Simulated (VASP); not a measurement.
Set up this calculation in VASP 6.6.1, as the native input.

```
Task                   : single point
Functional             : LDA
Potentials or basis    : VASP PAW LDA potentials, release 64 (K_sv, F)
Cutoff                 : 600 eV
k mesh                 : 9 × 9 × 9
Occupations            : fermi-dirac, width 0.02 eV
Spin                   : no spin polarisation
Dipole correction      : no
Further INCAR settings : ALGO = Normal; EDIFF = 1e-06; NBANDS = 15
```

The structure of KF lies in POSCAR:

```
KF
1.0
    3.0832315067      0.0000000000      0.0000000000
    0.0000000000      3.0832315067      0.0000000000
    0.0000000000      0.0000000000      3.0832315067
K F
1 1
Direct
    0.0000000000      0.0000000000      0.0000000000
    0.5000000000      0.5000000000      0.5000000000
```

These files were run (other wordings do the same):

INCAR

```
SYSTEM = KF
PREC = Accurate
ENCUT = 600
EDIFF = 1E-6
ISMEAR = -1
SIGMA = 0.02
LREAL = .FALSE.
LASPH = .TRUE.
NELM = 120
ALGO = Normal
ISIF = 2
LWAVE = .FALSE.
LCHARG = .FALSE.
NBANDS = 15
GGA_COMPAT = .FALSE.
```

KPOINTS

```
Automatic mesh
0
G
  9 9 9
  0 0 0
```

Potentials or basis: VASP PAW LDA potentials, release 64 (K_sv, F).

Command:

```sh
$ cat potpaw_LDA.64/K_sv/POTCAR potpaw_LDA.64/F/POTCAR > POTCAR
$ mpirun -np 1 vasp_std > vasp.out
```

Results of the run:

The pressure is 0.3 GPa and the band gap on the k mesh is 7.21 eV.

Caveat: an odd mesh through Γ misses points on the zone boundary, where band edges can lie.

Run time: 20 s on 1 thread of AMD EPYC 7R43 64-Core Processor (Zen 3), on a shared host, peak memory 0.11 GiB.
